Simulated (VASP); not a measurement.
LiAl3O, 10 atoms in the cell. Symmetry: P-3m1, No. 164, trigonal system. The conventional cell has a = 2.850 Å, b = 2.850 Å, c = 18.400 Å, α = 90.00°, β = 90.00°, γ = 120.00°. Within 2.9 Å of Li (site symmetry 3m) lie 3 O at 2.10 Å and 6 Al at 2.83 Å and 6 Li at 2.85 Å. Al (site symmetry -3m) has 6 O at 1.92 Å within 2.5 Å. Within 3.7 Å of Al (site symmetry 3m) lie 3 Li at 2.83 Å and 9 Al at 2.83 to 2.85 Å. Al (site symmetry 3m) has 12 Al at 2.83 to 2.85 Å within 3.7 Å. Al (site symmetry -3m) has 12 Al at 2.83 to 2.85 Å within 3.7 Å. O (site symmetry 3m) has 3 Al at 1.92 Å and 3 Li at 2.10 Å and 3 O at 2.58 Å within 2.6 Å. 

| Item | Value |
| --- | --- |
| Program | VASP 6.6.1 |
| Task | relaxation of cell and atoms |
| Functional | PBE |
| Potentials or basis | VASP PAW PBE potentials, release 64 (Li_sv, Al, O) |
| Cutoff | 600 eV |
| k mesh | 6 × 6 × 1 |
| Occupations | gaussian, width 0.2 eV |
| Spin | no spin polarisation |
| Dipole correction | no |
| Further INCAR settings | ALGO = Normal; EDIFF = 1e-06; IBRION = 2; EDIFFG = -0.08; NSW = 36; ISIF = 3 |

Potentials or basis: VASP PAW PBE potentials, release 64 (Li_sv, Al, O).

The run is started by

```bash
$ cat potpaw_PBE.64/Li_sv/POTCAR potpaw_PBE.64/Al/POTCAR potpaw_PBE.64/O/POTCAR > POTCAR
$ mpirun -np 1 vasp_std > vasp.out
```

Hardware: 1 thread of AMD EPYC 9R45 96-Core Processor (Zen 5), on a shared host.

Question: How long does it take, and how much memory?

Answer: Wall time 67 s on 1 thread of AMD EPYC 9R45 96-Core Processor (Zen 5), on a shared host, peak memory 0.25 GiB. Counts: scf iterations 46, k points 7, ion steps 5.
